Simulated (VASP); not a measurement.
Wanted: the native input for a VASP 6.6.1 run.

```yaml
Task: single point
Functional: r2SCAN
Potentials_or_basis: VASP PAW PBE potentials, release 64 (Ti_sv, Si)
Cutoff: 520 eV
k_mesh: 7 × 7 × 6
Occupations: fermi-dirac, width 0.1 eV
Spin: no spin polarisation
Dipole_correction: no
Further_INCAR_settings: ALGO = Normal; EDIFF = 1e-06; NBANDS = 29
```

The system is TiSi2.

```
Ti Si
1.0
     1.76510   -6.75928    0.00000
     1.76510    6.75928    0.00000
     0.00000    0.00000    3.56517
Ti Si
2 4
Direct
  0.89688 0.10312 0.75000
  0.10312 0.89688 0.25000
  0.55825 0.44175 0.75000
  0.44175 0.55825 0.25000
  0.24968 0.75031 0.75000
  0.75031 0.24968 0.25000
```

These files were run (other wordings do the same):

POSCAR

```
TiSi2
1.0
    1.7651050000     -6.7592820000      0.0000000000
    1.7651050000      6.7592820000      0.0000000000
    0.0000000000      0.0000000000      3.5651740000
Ti Si
2 4
Direct
    0.8968820000      0.1031180000      0.7500000000
    0.1031180000      0.8968820000      0.2500000000
    0.5582510000      0.4417490000      0.7500000000
    0.4417490000      0.5582510000      0.2500000000
    0.2496850000      0.7503150000      0.7500000000
    0.7503150000      0.2496850000      0.2500000000
```

INCAR.step1

```
ALGO     = Normal         # electronic algorithm
EDIFF    = 1E-4           # SCF threshold, eV
ENCUT    = 520            # plane-wave cutoff, eV
GGA      = PE             # functional
ISMEAR   = -1             # smearing method
LASPH    = T              # aspherical terms in the spheres
LCHARG   = F              # write CHGCAR
LREAL    = F              # projectors in reciprocal space
LWAVE    = T              # write WAVECAR
NBANDS   = 29             # bands
NELM     = 60             # most SCF steps
PREC     = Accurate       # precision mode
SIGMA    = 0.1            # smearing width, eV
```

INCAR.step2

```
ALGO     = Normal         # electronic algorithm
EDIFF    = 1E-6           # SCF threshold, eV
ENCUT    = 520            # plane-wave cutoff, eV
ISIF     = 2              # what is computed and relaxed
ISMEAR   = -1             # smearing method
ISTART   = 1            
LASPH    = T              # aspherical terms in the spheres
LCHARG   = F              # write CHGCAR
LMIXTAU  = T            
LREAL    = F              # projectors in reciprocal space
LWAVE    = F              # write WAVECAR
METAGGA  = R2SCAN         # meta-GGA
NBANDS   = 29             # bands
NELM     = 60             # most SCF steps
PREC     = Accurate       # precision mode
SIGMA    = 0.1            # smearing width, eV
```

KPOINTS

```
k-points
0
Gamma
  7 7 6
```

Potentials or basis: VASP PAW PBE potentials, release 64 (Ti_sv, Si).

The run is started by

```console
$ cat potpaw_PBE.64/Ti_sv/POTCAR potpaw_PBE.64/Si/POTCAR > POTCAR
$ cp INCAR.step1 INCAR
$ mpirun -np 1 vasp_std > vasp.out
$ cp INCAR.step2 INCAR
$ mpirun -np 1 vasp_std > vasp.out
```

Results of the run:

| Item | Value |
| --- | --- |
| Pressure | 0.2 GPa |
| Largest force | 0.023 eV/Å |
| Band gap on the k mesh | zero (bands 20 and 21 overlap by 0.90 eV) |

Caveat: the PAW data sets were made with another functional, which shifts forces and pressure a little.

Wall time 11 min on 1 thread of AMD EPYC 9R45 96-Core Processor (Zen 5), with other jobs on the host, peak memory 0.34 GiB.
